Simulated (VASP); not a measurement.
Crystal: FeO.

```
Fe O
1.0
     0.00000    1.89200    1.89200
     1.89200    0.00000    1.89200
     1.89200    1.89200    0.00000
Fe O
1 1
Cartesian
  0.0000 0.0000 0.0000
  1.8920 1.8920 1.8920
```

```yaml
Program: VASP 6.6.1
Task: relaxation of cell and atoms
Functional: PBE
Potentials_or_basis: VASP PAW PBE potentials, release 64 (Fe, O)
Cutoff: 600 eV
k_mesh: 15 × 15 × 15
Occupations: fermi-dirac, width 0.1 eV
Spin: collinear spin, ferromagnetic start
Starting_moments: "[2.4, 0.0] μB"
```

At the start: pressure 114.5 GPa; volume 6.77 Å³/atom.

Problem. Where does the relaxation end?

Solution. Over 18 steps the energy falls by 975.2 meV/atom and the volume is 9.98 Å³/atom (+47.3 %); space group Fm-3m (No. 225, to 0.1 Å) before and after; moment 4.00 μB per cell.

The path:
```tsv
step	energy change (eV)	largest force (eV/Å)	pressure (GPa)	volume (Å³)
1	0.0000	0.0000	114.48	13.55
2	-1.3303	0.0000	-30.26	25.42
3	-1.9477	0.0000	-2.93	20.26
4	-1.9505	0.0000	-0.28	19.98
5	-1.9501	0.0000	1.22	19.84
6	-1.9501	0.0000	1.13	19.84
7	-1.9501	0.0000	0.99	19.85
8	-1.9501	0.0000	1.04	19.85
9	-1.9501	0.0000	1.06	19.85
10	-1.9502	0.0000	1.06	19.85
11	-1.9502	0.0000	1.06	19.85
12	-1.9502	0.0000	1.00	19.86
13	-1.9502	0.0000	0.93	19.86
14	-1.9503	0.0000	0.80	19.87
15	-1.9503	0.0000	0.61	19.89
16	-1.9505	0.0000	0.31	19.93
17	-1.9504	0.0000	-0.43	20.00
18	-1.9505	0.0000	0.02	19.96
```

Final structure:
```
Fe O
1.0
     0.00000    2.15287    2.15287
     2.15287    0.00000    2.15287
     2.15287    2.15287    0.00000
Fe O
1 1
Direct
  0.00000 0.00000 0.00000
  0.50000 0.50000 0.50000
```

Caveat: the volume moved by over 15 % at a fixed basis, so the end points are rough; a cell with one magnetic atom can't hold antiferromagnetic order, which such compounds often take.
